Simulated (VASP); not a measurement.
Crystal: Na2Ru.

```
CELL_PARAMETERS angstrom
3.27874 0.00000 0.00000
0.00000 4.63684 0.00000
0.00000 0.00000 6.55748
ATOMIC_POSITIONS crystal
Na 0.00000 0.00000 0.75000
Na 0.00000 0.00000 0.25000
Ru 0.50000 0.50000 0.50000
```

This cell differs from its parent crystal: atoms taken out.

* Program: VASP 6.6.1
* Task: relaxation of cell and atoms
* Functional: PBE
* Potentials or basis: VASP PAW PBE potentials, release 64 (Na_pv, Ru_pv)
* Cutoff: 600 eV
* k mesh: 6 × 4 × 4
* Occupations: gaussian, width 0.1 eV
* Spin: no spin polarisation

At the start: pressure -4.9 GPa; volume 33.23 Å³/atom.

Q: Where does the relaxation end?

A: Over 30 steps the energy falls by 659.1 meV/atom and the volume is 20.08 Å³/atom (-39.6 %); space group Pmmm (No. 47, to 0.1 Å) before, P4/mmm (No. 123, to 0.1 Å).

Step by step:
| step | energy change (eV) | largest force (eV/Å) | pressure (GPa) | volume (Å³) |
| --- | --- | --- | --- | --- |
| 1 | 0.0000 | 0.3763 | -4.91 | 99.69 |
| 2 | -0.5844 | 0.1307 | -3.68 | 85.58 |
| 3 | -0.8830 | 0.2039 | -0.86 | 74.96 |
| 4 | -0.1893 | 1.5666 | 18.72 | 55.91 |
| 5 | -0.9170 | 0.3345 | 0.46 | 72.15 |
| 6 | -0.9241 | 0.4285 | 1.44 | 70.38 |
| 7 | -1.0228 | 0.2511 | 1.17 | 70.91 |
| 8 | -1.0692 | 0.0434 | 1.13 | 71.41 |
| 9 | -1.1176 | 0.0402 | -0.60 | 74.43 |
| 10 | -1.1397 | 0.1306 | -2.00 | 77.41 |
| 11 | -1.1645 | 0.1232 | -2.23 | 77.63 |
| 12 | -1.2381 | 0.1033 | -2.93 | 78.13 |
| 13 | -1.3821 | 0.0422 | -4.14 | 78.43 |
| 14 | -1.7197 | 0.0847 | -4.47 | 75.98 |
| 15 | -1.7689 | 0.0657 | -2.47 | 72.44 |
| 16 | -1.7730 | 0.0709 | -3.01 | 73.18 |
| 17 | -1.8235 | 0.0414 | -2.20 | 70.96 |
| 18 | -1.8647 | 0.2614 | -0.52 | 67.53 |
| 19 | -1.8662 | 0.3259 | -0.04 | 66.67 |
| 20 | -1.8734 | 0.3217 | 0.01 | 66.35 |
| 21 | -1.8938 | 0.3073 | 0.02 | 65.38 |
| 22 | -1.9273 | 0.2482 | 0.28 | 63.48 |
| 23 | -1.9471 | 0.0736 | 1.39 | 59.72 |
| 24 | -1.9511 | 0.1316 | 0.92 | 60.79 |
| 25 | -1.9615 | 0.0880 | 0.49 | 60.87 |
| 26 | -1.9725 | 0.0301 | -0.51 | 61.06 |
| 27 | -1.9754 | 0.0177 | -0.26 | 60.65 |
| 28 | -1.9767 | 0.0053 | 0.33 | 59.89 |
| 29 | -1.9769 | 0.0008 | 0.17 | 60.10 |
| 30 | -1.9774 | 0.0087 | 0.06 | 60.23 |

Final structure:
```yaml
crystal:
  lattice:
    - [2.75132, 0.00000, 0.00000]
    - [0.00000, 2.65428, 0.00000]
    - [0.00000, 0.00000, 8.24712]
  atoms:
    - { symbol: Na, position: [0.00000, 0.00000, 0.79246] }
    - { symbol: Na, position: [0.00000, 0.00000, 0.20754] }
    - { symbol: Ru, position: [0.50000, 0.50000, 0.50000] }
```

Caveat: the cell differs from its parent crystal (atoms taken out); the volume moved by over 15 % at a fixed basis, so the end points are rough.
